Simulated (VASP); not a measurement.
# Ga: electric field gradients with LDA

The system is Ga.

```
Ga
1.0
    -1.41330    1.41330    2.24376
     1.41330   -1.41330    2.24376
     1.41330    1.41330   -2.24376
Ga
1
Direct
  0.00000 0.00000 0.00000
```

```
Program                : VASP 6.6.1
Task                   : electric field gradients
Functional             : LDA
Potentials or basis    : VASP PAW LDA potentials, release 64 (Ga_d)
Cutoff                 : 520 eV
k mesh                 : 14 × 14 × 16
Occupations            : fermi-dirac, width 0.05 eV
Spin                   : no spin polarisation
Dipole correction      : no
Further INCAR settings : ALGO = Normal; EDIFF = 1e-08; NBANDS = 12; ISYM = 0
```

The pressure is -2.7 GPa and the band gap on the k mesh is zero (an odd number of electrons rules out a gap without spin polarisation). The largest electric field gradient by atom is Ga +20.4 V/Å².

Stress tensor (GPa, compression positive):
```
-2.65 -0.13  0.11
-0.13 -2.65  0.11
 0.11  0.11 -2.69
```

Levels at points of the mesh, in eV from the Fermi level:
| k point | band 2 | band 3 | band 4 | band 5 | band 6 | band 7 | band 8 | band 9 | band 10 | band 11 |
| --- | --- | --- | --- | --- | --- | --- | --- | --- | --- | --- |
| (0.00, 0.00, 0.00) | -15.00 | -15.00 | -14.98 | -14.84 | -11.45 | 12.63 | 12.64 | 12.64 | 16.32 | 16.46 |
| (0.50, 0.00, 0.00) | -15.09 | -14.98 | -14.81 | -14.77 | -5.01 | -4.16 | 8.51 | 11.58 | 12.77 | 15.65 |
| (0.00, 0.50, 0.00) | -15.09 | -14.98 | -14.81 | -14.77 | -5.01 | -4.16 | 8.51 | 11.58 | 12.77 | 15.65 |
| (0.50, 0.50, 0.00) | -15.18 | -14.81 | -14.81 | -14.70 | -2.19 | -1.46 | 4.04 | 4.95 | 8.16 | 8.28 |
| (0.00, 0.00, 0.50) | -15.18 | -14.81 | -14.81 | -14.70 | -2.19 | -1.46 | 4.04 | 4.95 | 8.16 | 8.28 |
| (0.50, 0.00, 0.50) | -15.09 | -14.98 | -14.81 | -14.77 | -5.01 | -4.16 | 8.51 | 11.58 | 12.77 | 15.65 |
| (0.00, 0.50, 0.50) | -15.09 | -14.98 | -14.81 | -14.77 | -5.01 | -4.16 | 8.51 | 11.58 | 12.77 | 15.65 |
| (0.50, 0.50, 0.50) | -15.18 | -14.78 | -14.77 | -14.77 | -3.91 | -3.57 | 6.41 | 6.41 | 9.81 | 10.51 |

Electric field gradients, principal values (V/Å²):
```csv
atom,least,middle,greatest (by size)
1 Ga,-9.768,-10.636,20.405
```

It took 78 s on 1 thread of Intel(R) Xeon(R) 6975P-C (Granite Rapids), on a shared host, peak memory 0.41 GiB.

Caveat: without QUAD_EFG the Cq values of the log hold for a quadrupole moment of 1 mb, not for the nuclei.
